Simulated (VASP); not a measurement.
Pd:

```
Pd
1.0
     0.00000    1.94650    1.94650
     1.94650    0.00000    1.94650
     1.94650    1.94650    0.00000
Pd
1
Direct
  0.00000 0.00000 0.00000
```

```yaml
Program: VASP 6.6.1
Task: relaxation of volume and atoms at fixed shape
Functional: r2SCAN
Potentials_or_basis: VASP PAW PBE potentials, release 64 (Pd)
Cutoff: 600 eV
k_mesh: 19 × 19 × 19
Occupations: gaussian, width 0.1 eV
Spin: no spin polarisation
```

At the start: pressure 3.1 GPa; volume 14.75 Å³/atom.

**Question.** How do energy, volume and symmetry change on relaxing?

**Answer.** Over 3 steps the energy falls by 2.2 meV/atom and the volume is 14.99 Å³/atom (+1.6 %); space group Fm-3m (No. 225, to 0.05 Å).

Step by step:
```tsv
step	energy change (eV)	largest force (eV/Å)	pressure (GPa)	volume (Å³)
1	0.0000	0.0000	3.07	14.75
2	0.0031	0.0000	-4.35	15.36
3	-0.0022	0.0000	0.06	14.99
```

Final structure:
```cif
data_structure
_symmetry_space_group_name_H-M 'P 1'
_symmetry_Int_Tables_number 1
_cell_length_a 2.7673
_cell_length_b 2.7673
_cell_length_c 2.7673
_cell_angle_alpha 60.000
_cell_angle_beta 60.000
_cell_angle_gamma 60.000
_cell_volume 14.99
loop_
_atom_site_label
_atom_site_type_symbol
_atom_site_fract_x
_atom_site_fract_y
_atom_site_fract_z
_atom_site_occupancy
Pd1 Pd 0.00000 0.00000 0.00000 1
```

Caveat: the PAW data sets were made with another functional, which shifts forces and pressure a little.
